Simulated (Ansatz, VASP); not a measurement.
One calculation of Pt, two programs

```
CELL_PARAMETERS angstrom
0.00000 3.03517 3.03517
3.03517 0.00000 3.03517
3.03517 3.03517 0.00000
ATOMIC_POSITIONS crystal
Pt 0.25000 0.25000 0.25000
Pt 0.75000 0.75000 0.75000
Pt 0.00000 0.00000 0.00000
```

Alike in both runs: functional PBE; k mesh 14 × 14 × 14; occupations gaussian, width 0.1 eV; no spin polarisation.

Ansatz relaxed the structure, and its values are those at the end. VASP's run is a single point on that final structure, the one shown.

|  | VASP | Ansatz |
| --- | --- | --- |
| version | VASP 6.6.1 | Ansatz 0.2.0 |
| potentials or method | VASP PAW PBE potentials, release 64 (Pt), cutoff 520 eV | scalar-relativistic, plane waves, PAW |
| valence electrons in the cell | 30 | 54 |

|  | VASP | Ansatz | Ansatz less VASP |
| --- | --- | --- | --- |
| gap on the k mesh at the Fermi level (eV) | none | none | - |
| pressure (GPa) | -0.4 | 0.0 | +0.43 |

A gap of «none» marks a metal or a gap that the smearing closes. VASP's potentials hold 30 valence electrons a cell and Ansatz's 54, so a difference there can come from the potentials and not from the codes.

Spin-orbit coupling is off throughout.
